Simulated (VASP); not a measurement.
Wanted: the native input for a VASP 6.6.1 run.

* Task: single point
* Functional: PBE
* Potentials or basis: VASP PAW PBE potentials, release 64 (Rh_pv)
* Cutoff: 520 eV
* k mesh: 16 × 16 × 16
* Occupations: fermi-dirac, width 0.08 eV
* Spin: no spin polarisation
* Dipole correction: no
* Further INCAR settings: ALGO = Normal; EDIFF = 1e-07; NBANDS = 14

The structure of Rh lies in POSCAR:

```
Rh
1.0
    0.0380310000      1.9205655000      1.9205655000
    1.9205655000      0.0380310000      1.9205655000
    1.9205655000      1.9205655000      0.0380310000
Rh
1
Direct
    0.0000000000      0.0000000000      0.0000000000
```

This cell differs from its parent crystal: equal xy, yz and zx shear strains of +2 %.

One way to write it, as run:

INCAR

```
SYSTEM = Rh
PREC = Accurate
ENCUT = 520
EDIFF = 1E-7
ISMEAR = -1
SIGMA = 0.08
LREAL = .FALSE.
LASPH = .TRUE.
NELM = 60
ALGO = Normal
ISIF = 2
LWAVE = .FALSE.
LCHARG = .FALSE.
GGA = PE
NBANDS = 14
```

KPOINTS

```
regular mesh
0
G
  16 16 16
  0 0 0
```

Potentials or basis: VASP PAW PBE potentials, release 64 (Rh_pv).

Run with:

```bash
$ cat potpaw_PBE.64/Rh_pv/POTCAR > POTCAR
$ mpirun -np 1 vasp_std > vasp.out
```

Results of the run:

```json
{"Pressure": "6.4 GPa", "Band gap on the k mesh": "zero (an odd number of electrons rules out a gap without spin polarisation)"}
```

Caveat: the cell differs from its parent crystal (equal xy, yz and zx shear strains of +2 %); the cell stands under pressure.

Wall time 22 s on 1 thread of Intel(R) Xeon(R) 6975P-C (Granite Rapids), with other jobs on the host, peak memory 0.18 GiB.
